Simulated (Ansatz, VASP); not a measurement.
## One calculation of MgZr2O2, two programs

```
CELL_PARAMETERS angstrom
4.14320 0.00000 0.00000
0.00000 4.14320 0.00000
0.00000 0.00000 6.39336
ATOMIC_POSITIONS crystal
Mg 0.00000 0.00000 0.50000
Zr 0.00000 0.00000 0.00000
Zr 0.50000 0.50000 0.50000
O 0.00000 0.50000 0.50000
O 0.50000 0.00000 0.50000
```

Alike in both runs: functional PBE; k mesh 10 × 10 × 6; occupations gaussian, width 0.1 eV; collinear spin.

Ansatz relaxed the structure, and its values are those at the end. VASP's run is a single point on that final structure, the one shown.

|  | VASP | Ansatz |
| --- | --- | --- |
| version | VASP 6.6.1 | Ansatz 0.2.0 |
| potentials or method | VASP PAW PBE potentials, release 64 (Mg, Zr_sv, O), cutoff 520 eV | scalar-relativistic, plane waves, PAW |
| valence electrons in the cell | 38 | 46 |

```csv
,VASP,Ansatz,Ansatz less VASP
gap on the k mesh at the Fermi level (eV),none,none,-
pressure (GPa),0.0,0.0,+0.03
net moment per atom (μB),0.49,0.49,+0.004
size of the moment on the site where the two differ most (μB),1.25,1.35,+0.100
```

Site moments also hang on the region over which each program counts them. A gap of «none» marks a metal or a gap that the smearing closes. VASP's potentials hold 38 valence electrons a cell and Ansatz's 46, so a difference there can come from the potentials and not from the codes.
